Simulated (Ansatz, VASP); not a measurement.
## HPt6 in VASP and in Ansatz

```
CELL_PARAMETERS angstrom
5.61458 0.00000 0.00000
-2.80729 4.86237 0.00000
0.00000 0.00000 22.61974
ATOMIC_POSITIONS crystal
Pt 0.33333 0.16667 0.17684
Pt 0.33333 0.66667 0.17684
Pt 0.83333 0.16667 0.17684
Pt 0.83333 0.66667 0.17684
Pt 0.16667 0.33333 0.27896
Pt 0.16667 0.83333 0.27896
Pt 0.66667 0.33333 0.27896
Pt 0.66667 0.83333 0.27896
Pt 0.00000 0.00000 0.38107
Pt 0.00000 0.50000 0.38107
Pt 0.50000 0.00000 0.38107
Pt 0.50000 0.50000 0.38107
H 0.18928 0.37856 0.51370
H 0.31072 0.62144 0.51370
```

Alike in both runs: task single point; functional PBE; k mesh 6 × 6 × 1; occupations gaussian, width 0.1 eV; no spin polarisation.

```csv
,VASP,Ansatz
version,VASP 6.6.1,Ansatz 0.2.0
potentials or method,"VASP PAW PBE potentials, release 64 (Pt, H), cutoff 520 eV","scalar-relativistic, plane waves, PAW"
valence electrons in the cell,122,218
```

|  | VASP | Ansatz | Ansatz less VASP |
| --- | --- | --- | --- |
| gap on the k mesh at the Fermi level (eV) | none | none | - |
| rms of the force components (eV/Å) | 0.989 | 0.989 | -0.0001 |

Atom by atom the forces differ by 0.009 eV/Å (rms over components). A gap of «none» marks a metal or a gap that the smearing closes. VASP's potentials hold 122 valence electrons a cell and Ansatz's 218, so a difference there can come from the potentials and not from the codes.

Spin-orbit coupling is off throughout.
